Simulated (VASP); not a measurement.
# FeO (R-3m) in VASP: further runs

FeO is run at these levels: PBEsol; tasks: single point.

Everything below comes from runs of VASP 6.6.1. Logs are shortened: lines on timing, memory, paths and dates and some standing lists are left out, and cuts for length are marked.

## Step 1: The cell of the first run

The typed cell holds 2 atoms: a = 2.941 Å, b = 2.941 Å, c = 2.941 Å, α = 59.98°, β = 59.98°, γ = 59.98°.

## Step 2: Single point, PBEsol, collinear spin, ferromagnetic start (volume scaled by 0.94, then relaxed in part)

File INCAR:

```
PREC = Accurate ; ENCUT = 520
EDIFF = 1E-6 ; ISMEAR = 0
SIGMA = 0.1 ; LREAL = F
LASPH = T ; NELM = 150
ALGO = Normal ; ISIF = 2
LWAVE = F ; LCHARG = F
ISPIN = 2 ; MAGMOM = 3.76 0.37
LORBIT = 11 ; LMAXMIX = 4
GGA = PS ; NBANDS = 18
```

File KPOINTS:

```
Automatic mesh
0
Gamma
  18 18 18
```

File POSCAR:

```
FeO
1.0
    1.4701985141      0.8488195079      2.4019648552
   -1.4701985141      0.8488195079      2.4019648552
    0.0000000000     -1.6976390158      2.4019648552
Fe O
1 1
Direct
    0.0000000000      0.0000000000      0.0000000000
    0.5000000000      0.5000000000      0.5000000000
```

Potentials or basis: VASP PAW PBE potentials, release 64 (Fe, O).

Command:

```
$ cat potpaw_PBE.64/Fe/POTCAR potpaw_PBE.64/O/POTCAR > POTCAR
$ mpirun -np 1 vasp_std > vasp.out
```

OUTCAR:

```text
PREC = Accurate
   ENCUT = 520
   EDIFF = 1E-6
   ISMEAR = 0
   LREAL = F
   LASPH = T
   NELM = 150
   ISIF = 2
   ISPIN = 2
   LORBIT = 11
   GGA = PS

 ion  position               nearest neighbor table
   1  0.000  0.000  0.000-   2 2.08   2 2.08   2 2.08   2 2.08   2 2.08   2 2.08
   2  0.500  0.500  0.500-   1 2.08   1 2.08   1 2.08   1 2.08   1 2.08   1 2.08

  LATTYP: Found a trigonal (rhomboedric) cell.
 ALAT       =     2.9413285083
 COS(alpha) =     0.5003166367

  Lattice vectors:

 A1 = (   1.4701985141,   0.8488195079,   2.4019648552)
 A2 = (  -1.4701985141,   0.8488195079,   2.4019648552)
 A3 = (   0.0000000000,  -1.6976390158,   2.4019648552)

Analysis of symmetry for initial positions (statically):
=====================================================================
 Subroutine PRICEL returns:
 Original cell was already a primitive cell.

 Routine SETGRP: Setting up the symmetry group for a
 trigonal (rhombohedral) supercell.

 Subroutine GETGRP returns: Found 12 space group operations
 (whereof 12 operations were pure point group operations)
 out of a pool of 12 trial point group operations.

The static configuration has the point symmetry D_3d.

Analysis of symmetry for dynamics (positions and initial velocities):
=====================================================================
 Subroutine PRICEL returns:
 Original cell was already a primitive cell.

 Routine SETGRP: Setting up the symmetry group for a
 trigonal (rhombohedral) supercell.

 Subroutine GETGRP returns: Found 12 space group operations
 (whereof 12 operations were pure point group operations)
 out of a pool of 12 trial point group operations.

The dynamic configuration has the point symmetry D_3d.

Analysis of structural, dynamic, and magnetic symmetry:
=====================================================================
 Subroutine PRICEL returns:
 Original cell was already a primitive cell.

 Routine SETGRP: Setting up the symmetry group for a
 trigonal (rhombohedral) supercell.

 Subroutine GETGRP returns: Found 12 space group operations
 (whereof 12 operations were pure point group operations)
 out of a pool of 12 trial point group operations.

The overall configuration has the point symmetry D_3d.

 Subroutine INISYM returns: Found 12 space group operations
 (whereof 12 operations are pure point group operations),
 and found     1 'primitive' translations

----------------------------------------------------------------------------------------

                                     Primitive cell

  volume of cell :      17.9849

  direct lattice vectors                    reciprocal lattice vectors
     1.470198514  0.848819508  2.401964855     0.340090127  0.196351127  0.138775275
    -1.470198514  0.848819508  2.401964855    -0.340090127  0.196351127  0.138775275
     0.000000000 -1.697639016  2.401964855     0.000000000 -0.392702253  0.138775275

  length of vectors
     2.941328508  2.941328508  2.941328508     0.416501665  0.416501665  0.416501665

  position of ions in fractional coordinates (direct lattice)
     0.000000000  0.000000000  0.000000000
     0.500000000  0.500000000  0.500000000

  ion indices of the primitive-cell ions
   primitive index   ion index
                 1           1
                 2           2

----------------------------------------------------------------------------------------

 KPOINTS: Automatic mesh

Automatic generation of k-mesh.
 Grid dimensions read from file:
 generate k-points for:   18   18   18

 Generating k-lattice:

  Cartesian coordinates                     Fractional coordinates (reciprocal lattice)
     0.018893896  0.010908396  0.007709738     0.055555556  0.000000000  0.000000000
    -0.018893896  0.010908396  0.007709738     0.000000000  0.055555556  0.000000000
     0.000000000 -0.021816792  0.007709738     0.000000000  0.000000000  0.055555556

  Length of vectors
     0.023138981  0.023138981  0.023138981

  Shift w.r.t. Gamma in fractional coordinates (k-lattice)
     0.000000000  0.000000000  0.000000000

 Subroutine IBZKPT returns following result:
 ===========================================

 Found    580 irreducible k-points:

 Following reciprocal coordinates:
            Coordinates               Weight
  0.000000  0.000000  0.000000      1.000000
  0.055556  0.000000  0.000000      6.000000
  0.111111  0.000000  0.000000      6.000000
  0.166667 -0.000000  0.000000      6.000000
  0.222222 -0.000000 -0.000000      6.000000
  0.277778  0.000000  0.000000      6.000000
[... 16 lines left out ...]
 -0.277778  0.055556  0.000000     12.000000
 -0.222222  0.055556  0.000000     12.000000
 [... further k-points ...]
   k-points           NKPTS =    580   k-points in BZ     NKDIM =    580   number of bands    NBANDS=     18
   number of dos      NEDOS =    301   number of ions     NIONS =      2
   total plane-waves  NPLWV =  13824
   dimension x,y,z NGX =    24 NGY =   24 NGZ =   24
   dimension x,y,z NGXF=    48 NGYF=   48 NGZF=   48
   ions per type =               1   1
   NGX,Y,Z   is equivalent  to a cutoff of  13.56, 13.56, 13.56 a.u.
   NGXF,Y,Z  is equivalent  to a cutoff of  27.13, 27.13, 27.13 a.u.
 SYSTEM =  unknown system
   PREC   = accura    normal or accurate (medium, high low for compatibility)
   ISTART =      0    job   : 0-new  1-cont  2-samecut
   ICHARG =      2    charge: 1-file 2-atom 10-const
   ISPIN  =      2    spin polarized calculation?
   LNONCOLLINEAR =      F non collinear calculations
   LSORBIT =      F    spin-orbit coupling
   LASPH  =      T    aspherical Exc in radial PAW
   ENCUT  =  520.0 eV  38.22 Ry    6.18 a.u.   5.47  5.47  5.47*2*pi/ulx,y,z
   NELM   =    150;   NELMIN=  2; NELMDL= -5     # of ELM steps
   EDIFF  = 0.1E-05   stopping-criterion for ELM
   LREAL  =      F    real-space projection
   EDIFFG = 0.1E-04   stopping-criterion for IOM
   NSW    =      0    number of steps for IOM
   IBRION =     -1    ionic relax: 0-MD 1-quasi-New 2-CG
   NFREE  =      0    steps in history (QN), initial steepest desc. (CG)
   ISIF   =      2    stress and relaxation
   ISYM   =      2    0-nonsym 1-usesym 2-fastsym
   POTIM  = 0.5000    time-step for ionic-motion
   TEBEG  =    0.0;   TEEND  =   0.0 temperature during run
   PSTRESS=    0.0 pullay stress
   NELECT =      14.0000    total number of electrons
   NUPDOWN=      -1.0000    fix difference up-down
   EMIN   =  10.00;   EMAX   =-10.00  energy-range for DOS
   EFERMI =   0.00;   METHOD = LEGACY
   ISMEAR =     0;   SIGMA  =   0.10  broadening in eV -4-tet -1-fermi 0-gaus
   EFERMI_NEDOS =   21; number of points for ismear=-14 and -15
   IALGO  =     38    algorithm
   IMIX   =      4    mixing-type and parameters
     AMIX     =   0.40;   BMIX     =  1.00
     AMIX_MAG =   1.60;   BMIX_MAG =  1.00
  volume/ion in A,a.u.               =       8.99        60.68
  Fermi-wavevector in a.u.,A,eV,Ry     =   1.505963  2.845858 30.857005  2.267926
  Thomas-Fermi vector in A             =   2.616743
   LORBIT       =     11    0 simple, 1 ext, 2 COOP (PROOUT), +10 PAW based schemes
   GGA     = PS    functional components
   LHFCALC =     F    Hartree Fock is set to
   AEXX    =    0.0000 exact exchange contribution
   IVDW    =     0    specifies the selected vdW correction
   LEPSILON=     F    determine dielectric tensor
   LRPA    =     F    only Hartree local field effects (RPA)
 spin polarized calculation
 Gauss-broadening in eV      SIGMA  =   0.10
  energy-cutoff  :      520.00
  volume of cell :       17.98
 maximum number of plane-waves:       531
 NGX is ok and might be reduce to    24
   NGX = 11   NGY = 11   NGZ = 11

 number of electron      14.0000005 magnetization       3.9487108

 Free energy of the ion-electron system (eV)
  ---------------------------------------------------
  ext. energy  EPLUGINS =         0.00000000
  ---------------------------------------------------
  free energy    TOTEN  =       -15.80937671 eV

  energy without entropy =      -15.80186368  energy(sigma->0) =      -15.80562020

 E-fermi :   7.2822     XC(G=0): -13.0192

 val. band max:        7.2821143039   @ k =  -0.3889   0.3889   0.2778
 cond. band min:       7.2824389716   @ k =  -0.3889   0.3333   0.2222
 fundamental gap:      0.0003246677
 Fermi energy:         7.2821845254

 spin component 1

 k-point     1 :       0.0000    0.0000    0.0000
  band No.  band energies     occupation
      1     -14.3454      1.00000
      2       3.0485      1.00000
      3       3.0518      1.00000
      4       3.0518      1.00000
      5       3.2959      1.00000
      6       3.2983      1.00000
[... 10 lines left out ...]
     17      29.8745      0.00000
     18      32.3458      0.00000

 k-point     2 :       0.0556    0.0000    0.0000
  band No.  band energies     occupation
      1     -14.3071      1.00000
      2       2.5872      1.00000
      3       2.6398      1.00000
      4       2.6424      1.00000
      5       3.3539      1.00000
      6       3.3556      1.00000
[... 10 lines left out ...]
     17      30.1855      0.00000
     18      33.1128      0.00000

 k-point     3 :       0.1111    0.0000    0.0000
  band No.  band energies     occupation
      1     -14.1954      1.00000
      2       1.8325      1.00000
      3       2.0858      1.00000
      4       2.0885      1.00000
      5       3.4389      1.00000
      6       3.4405      1.00000
[... 10 lines left out ...]
     17      31.0710      0.00000
     18      34.5573      0.00000

 k-point     4 :       0.1667   -0.0000    0.0000
  band No.  band energies     occupation
      1     -14.0185      1.00000
      2       0.9737      1.00000
      3       1.5634      1.00000
      4       1.5662      1.00000
      5       3.5654      1.00000
      6       3.5671      1.00000
[... 375 lines left out ...]
      4       0.3687      1.00000
      5       4.0519      1.00000
      6       4.1501      1.00000
[... 10 lines left out ...]
     17      34.3034      0.00000
     18      36.4700      0.00000

 k-point    23 :      -0.2778    0.0556    0.0000
  band No.  band energies     occupation
      1     -13.4310      1.00000
      2      -0.9860      1.00000
      3       0.4891      1.00000
      4       0.6904      1.00000
      5       3.8818      1.00000
      6       4.0029      1.00000
[... 10 lines left out ...]
     17      34.9689      0.00000
     18      36.9607      0.00000

 k-point    24 :      -0.2222    0.0556    0.0000
  band No.  band energies     occupation
      1     -13.6853      1.00000
      2      -0.2453      1.00000
      3       0.8241      1.00000
      4       1.0956      1.00000
      5       3.7073      1.00000
      6       3.8481      1.00000
[... 10 lines left out ...]
     17      34.5902      0.00000
     18      36.9166      0.00000

 [... further k-points ...]

 spin component 2

 k-point     1 :       0.0000    0.0000    0.0000
  band No.  band energies     occupation
      1     -13.7604      1.00000
      2       3.6766      1.00000
      3       3.6800      1.00000
      4       3.6800      1.00000
      5       6.3581      1.00000
      6       6.3613      1.00000
[... 10 lines left out ...]
     17      31.4434      0.00000
     18      33.5348      0.00000

 k-point     2 :       0.0556    0.0000    0.0000
  band No.  band energies     occupation
      1     -13.7216      1.00000
      2       3.3963      1.00000
      3       3.5575      1.00000
      4       3.5606      1.00000
      5       6.4089      1.00000
      6       6.4116      1.00000
[... 10 lines left out ...]
     17      31.7139      0.00000
     18      34.3902      0.00000

 k-point     3 :       0.1111    0.0000    0.0000
  band No.  band energies     occupation
      1     -13.6086      1.00000
      2       2.7087      1.00000
      3       3.2557      1.00000
      4       3.2589      1.00000
      5       6.5380      1.00000
      6       6.5405      1.00000
[... 10 lines left out ...]
     17      32.4717      0.00000
     18      35.8991      0.00000

 k-point     4 :       0.1667   -0.0000    0.0000
  band No.  band energies     occupation
      1     -13.4298      1.00000
      2       1.8509      1.00000
      3       2.8724      1.00000
      4       2.8757      1.00000
      5       6.7107      1.00000
      6       6.7181      1.00000
[... 375 lines left out ...]
      4       1.7551      1.00000
      5       7.3618      0.13024
      6       7.3649      0.12108
[... 10 lines left out ...]
     17      34.9386      0.00000
     18      37.2393      0.00000

 k-point    23 :      -0.2778    0.0556    0.0000
  band No.  band energies     occupation
      1     -12.8347      1.00000
      2      -0.1413      1.00000
      3       1.9479      1.00000
      4       2.0434      1.00000
      5       7.1220      0.98826
      6       7.1341      0.98189
[... 10 lines left out ...]
     17      35.6990      0.00000
     18      37.8513      0.00000

 k-point    24 :      -0.2222    0.0556    0.0000
  band No.  band energies     occupation
      1     -13.0923      1.00000
      2       0.6293      1.00000
      3       2.2629      1.00000
      4       2.3960      1.00000
      5       6.9016      1.00000
      6       6.9099      1.00000
[... 10 lines left out ...]
     17      35.5460      0.00000
     18      37.9939      0.00000

 [... further k-points ...]
[... 5 lines left out ...]
  --------------------------------------------------------------------------------------
  -------------------------------------------------------------------------------------
  Total        1.6598553      1.6598553      1.6572647      0.0000000      0.0000000      0.0000000
  in kB      147.8671124    147.8671124    147.6363288      0.0000000      0.0000000      0.0000000
  external PRESSURE =     147.7901845 kB  Pullay stress =       0.0000000 kB

 VOLUME and BASIS-vectors are now :
 -----------------------------------------------------------------------------
  energy-cutoff  :      520.00
  volume of cell :       17.98
      direct lattice vectors                 reciprocal lattice vectors
     1.470198514  0.848819508  2.401964855     0.340090127  0.196351127  0.138775275
    -1.470198514  0.848819508  2.401964855    -0.340090127  0.196351127  0.138775275
     0.000000000 -1.697639016  2.401964855     0.000000000 -0.392702253  0.138775275

 POSITION                                       TOTAL-FORCE (eV/Angst)
 -----------------------------------------------------------------------------------
      0.00000      0.00000      0.00000         0.000000      0.000000     -0.000000
      0.00000      0.00000      3.60295         0.000000     -0.000000      0.000000
 -----------------------------------------------------------------------------------
    total drift:                               -0.000000      0.000000     -0.000000

  FREE ENERGIE OF THE ION-ELECTRON SYSTEM (eV)
  ---------------------------------------------------
  free  energy   TOTEN  =       -15.8093767112 eV

  energy  without entropy=      -15.8018636828  energy(sigma->0) =      -15.80562020

 total charge

# of ion       s       p       d       tot
------------------------------------------
    1        0.325   0.445   6.179   6.950
    2        1.553   3.473   0.000   5.025
--------------------------------------------------
tot          1.878   3.918   6.179  11.975

 magnetization (x)

# of ion       s       p       d       tot
------------------------------------------
    1        0.027   0.024   3.506   3.556
    2        0.034   0.279   0.000   0.314
--------------------------------------------------
tot          0.061   0.303   3.506   3.870
```

Wall time 7.6 min (1 thread of Oxide Virtual Turin-like, shared host); peak memory 0.37 GiB.

Results:

| Quantity | Value |
| --- | --- |
| Free energy | -15.8094 eV |
| Pressure | 14.8 GPa |
| Net moment | 3.95 μB per cell |
| Site moments | Fe +3.56; O +0.31 μB |
| Valence electrons inside the program's atomic spheres | Fe 6.95; O 5.03 |

Levels at points of the mesh, in eV from the Fermi level:
Spin up:
```tsv
k point	band 6	band 7	band 8	band 9	band 10	band 11	band 12	band 13
(0.00, 0.00, 0.00)	-3.98	-3.98	-3.67	-3.67	0.66	15.61	17.81	17.82
(0.50, 0.00, 0.00)	-2.95	-2.33	0.07	0.08	4.23	9.48	13.20	13.21
(0.50, 0.50, 0.00)	-3.18	-2.62	-2.62	-2.45	6.03	9.36	11.23	15.91
(0.50, 0.50, 0.50)	-2.95	-2.34	0.07	0.07	4.24	9.47	13.21	13.21
```
Spin down:
```
           k point  band 3  band 4  band 5  band 6  band 7  band 8
(0.00, 0.00, 0.00)   -3.60   -3.60   -0.92   -0.92   -0.92    0.05
(0.50, 0.00, 0.00)   -5.85   -5.85    0.46    0.46    0.72    3.17
(0.50, 0.50, 0.00)   -4.92   -4.92   -2.61    0.71    0.88    0.88
(0.50, 0.50, 0.50)   -5.85   -5.85    0.46    0.46    0.72    3.16
```

Caveat: the PAW data sets were made with another functional, which shifts forces and pressure a little; a cell with one magnetic atom can't hold antiferromagnetic order, which such compounds often take; semilocal functionals often make such compounds metallic where correlation or magnetic order opens a gap, which also shifts bond lengths.

(Continued in part 2 of 2.)
